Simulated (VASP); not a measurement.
Runs of VASP 6.6.1 on Sb. The structure is that of space group P6/mmm (No. 191), or close to it. The cells are those of the table. 

```csv
task,cell,k mesh,cutoff (eV),gap on the mesh (eV),pressure (GPa)
single point,"a = 5.558, b = 5.558, c = 3.284 Å, angles 90.0, 90.0, 120.0°, 3 atoms",7 × 7 × 11,520,none,2.0
single point,"a = 5.780, b = 5.780, c = 3.416 Å, angles 90.0, 90.0, 120.0°, 3 atoms",7 × 7 × 11,520,none,-2.7
relaxation of cell and atoms,"relaxed from a = 5.356, b = 5.356, c = 3.283 Å, angles 90.0, 90.0, 120.0°, 3 atoms",7 × 7 × 10,600,none,0.0
single point,"a = 5.479, b = 5.479, c = 3.238 Å, angles 90.0, 90.0, 120.0°, 3 atoms",7 × 7 × 11,520,none,(a)
single point,"a = 5.851, b = 5.851, c = 3.457 Å, angles 90.0, 90.0, 120.0°, 3 atoms",7 × 7 × 11,520,none,-3.7
```

Alike in all rows: level BLYP; potentials or basis VASP PAW PBE potentials, release 64 (Sb); no spin polarisation; smearing fermi-dirac 0.1 eV.

Problem. Fill in the values left out.

Solution. (a) 4.4.

Caveats: the PAW data sets were made with another functional, which shifts forces and pressure a little; spin-orbit coupling is left out, which moves the levels of the heavy elements.

A k mesh can miss the band edges, and the runs leave out spin-orbit coupling on Sb.

A gap of «none» marks levels without a gap at the run's occupations.
